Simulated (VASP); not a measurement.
Cu, 1 atom in the cell. Symmetry: I4/mmm, No. 139, tetragonal system. Conventional cell: a = 2.520 Å, b = 2.520 Å, c = 3.474 Å, α = 90.00°, β = 90.00°, γ = 90.00°. Within 3.3 Å of Cu (site symmetry 4/mmm) lie 12 Cu at 2.49 to 2.52 Å.  This cell differs from its parent crystal: strain +0.000 along x and y, -0.025 along z.

| Item | Value |
| --- | --- |
| Program | VASP 6.6.1 |
| Task | single point |
| Functional | PBEsol |
| Potentials or basis | VASP PAW PBE potentials, release 64 (Cu) |
| Cutoff | 520 eV |
| k mesh | 28 × 28 × 28 |
| Occupations | gaussian, width 0.15 eV |
| Spin | no spin polarisation |
| Dipole correction | no |
| Further INCAR settings | ALGO = Fast; EDIFF = 1e-07; NBANDS = 12 |

Potentials or basis: VASP PAW PBE potentials, release 64 (Cu).

Command:

```console
$ cat potpaw_PBE.64/Cu/POTCAR > POTCAR
$ mpirun -np 1 vasp_std > vasp.out
```

Hardware: 1 thread of Intel(R) Xeon(R) Platinum 8488C (Sapphire Rapids) (shared host).

Estimate the wall time of this run.

Wall time 2.5 min on 1 thread of Intel(R) Xeon(R) Platinum 8488C (Sapphire Rapids), on a shared host, peak memory 0.31 GiB. Counts: scf iterations 15, k points 1639.
